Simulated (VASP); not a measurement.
The system is ZrB2.

```
Zr B
1.0
     3.17000    0.00000    0.00000
    -1.58500    2.74530    0.00000
     0.00000    0.00000    3.53300
Zr B
1 2
Direct
  0.00000 0.00000 0.00000
  0.66667 0.33333 0.50000
  0.33333 0.66667 0.50000
```

Base run:

```yaml
Program: VASP 6.6.1
Functional: r2SCAN
Potentials_or_basis: VASP PAW PBE potentials, release 64 (Zr_sv, B)
Cutoff: 520 eV
k_mesh: 10 × 10 × 8
Occupations: fermi-dirac, width 0.05 eV
Spin: no spin polarisation
```

Its results: band gap on the k mesh zero (bands 9 and 10 overlap by 0.86 eV); pressure 0.9 GPa.

Q: The run is repeated on the same cell with these changes: functional from r2SCAN to PBE-based screened hybrid with 15 % exact exchange; k mesh from 10 × 10 × 8 to 6 × 6 × 4. What comes out?

A: Band gap on the k mesh zero (bands 9 and 10 overlap by 0.73 eV); pressure -0.8 GPa.

Several settings changed at once.

Caveats: some runs use coarse meshes; the PAW data sets were made with another functional, which shifts forces and pressure a little.
